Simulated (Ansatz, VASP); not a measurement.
Sc2GaSbAs2: VASP beside Ansatz

```xyz
6
Lattice="3.9952 0.0000 0.0000 0.0000 3.9952 0.0000 0.0000 0.0000 7.8866" Properties=species:S:1:pos:R:3 pbc="T T T"
Sc    1.9976    0.0000    2.5398
Sc    0.0000    1.9976    5.3469
Ga    0.0000    0.0000    0.0000
Sb    1.9976    1.9976    0.0000
As    1.9976    0.0000    5.2601
As    0.0000    1.9976    2.6266
```

Change from the starting cell: species swapped into the Nd2FeSi2Ru type (P-4m2, No. 115).

Alike in both runs: task single point; functional PBE; k mesh 4 × 4 × 2; occupations gaussian, width 0.1 eV; collinear spin.

|  | VASP | Ansatz |
| --- | --- | --- |
| version | VASP 6.6.1 | Ansatz 0.2.0 |
| potentials or method | VASP PAW PBE potentials, release 64 (Sc_sv, Ga_d, Sb, As), cutoff 520 eV | scalar-relativistic, plane waves, PAW |
| valence electrons in the cell | 50 | 80 |

VASP gave:

| Property | Result |
| --- | --- |
| gap on the k mesh at the Fermi level (eV) | none |
| pressure (GPa) | -0.2 |
| traceless stress, the component that is largest in VASP (GPa) | -0.15 |
| rms of the force components (eV/Å) | 0.027 |
| net moment per atom (μB) | 0.00 |

Question: Estimate Ansatz's values.

Answer: gap on the k mesh at the Fermi level (eV): none; pressure (GPa): -0.4; traceless stress, the component that is largest in VASP (GPa): -0.09; rms of the force components (eV/Å): 0.031; net moment per atom (μB): 0.00.

Atom by atom the forces differ by 0.004 eV/Å (rms over components). A gap of «none» marks a metal or a gap that the smearing closes. VASP's potentials hold 50 valence electrons a cell and Ansatz's 80, so a difference there can come from the potentials and not from the codes. Ansatz's warnings: seeded moment not kept.

The k mesh is coarse, so the values compare programs but aren't converged. Neither program's run includes spin-orbit coupling.
